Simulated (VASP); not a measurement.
Write the native input for VASP 6.6.1 that does the following.

| Quantity | Value |
| --- | --- |
| Task | single point |
| Functional | LDA |
| Potentials or basis | VASP PAW LDA potentials, release 64 (Hf_pv, C) |
| Cutoff | 520 eV |
| k mesh | 12 × 12 × 12 |
| Occupations | fermi-dirac, width 0.05 eV |
| Spin | no spin polarisation |
| Dipole correction | no |
| Further INCAR settings | ALGO = Normal; EDIFF = 1e-06; NBANDS = 14 |

The structure of HfC lies in POSCAR:

```
HfC
1.0
    0.0000000000      2.3250000000      2.3482500000
    2.3250000000      0.0000000000      2.3482500000
    2.3250000000      2.3250000000      0.0000000000
Hf C
1 1
Direct
    0.5000000000      0.5000000000      0.5000000000
    0.0000000000      0.0000000000      0.0000000000
```

This cell differs from its parent crystal: zz strain of +1 %.

One way to write it, as run:

INCAR

```
SYSTEM = HfC
PREC     = Accurate       ! precision mode
ENCUT    = 520            ! plane-wave cutoff, eV
EDIFF    = 1E-6           ! SCF threshold, eV
ISMEAR   = -1             ! smearing method
SIGMA    = 0.05           ! smearing width, eV
LREAL    = .FALSE.        ! projectors in reciprocal space
LASPH    = .TRUE.         ! aspherical terms in the spheres
NELM     = 80             ! most SCF steps
ALGO     = Normal         ! electronic algorithm
ISIF     = 2              ! what is computed and relaxed
LWAVE    = .FALSE.        ! write WAVECAR
LCHARG   = .FALSE.        ! write CHGCAR
NBANDS   = 14             ! bands
```

KPOINTS

```
regular mesh
0
G
  12 12 12
  0 0 0
```

Potentials or basis: VASP PAW LDA potentials, release 64 (Hf_pv, C).

Command:

```sh
$ cat potpaw_LDA.64/Hf_pv/POTCAR potpaw_LDA.64/C/POTCAR > POTCAR
$ mpirun -np 1 vasp_std > vasp.out
```

Results of the run:

* Pressure: -13.7 GPa
* Band gap on the k mesh: zero (band 7 reaches 6.81 eV, above the bottom of band 8 at 5.35 eV)

Caveat: the cell differs from its parent crystal (zz strain of +1 %); spin-orbit coupling is left out, which moves the levels of the heavy elements.

It took 44 s on 1 thread of AMD EPYC 7R13 Processor (Zen 3) (shared host), peak memory 0.15 GiB.
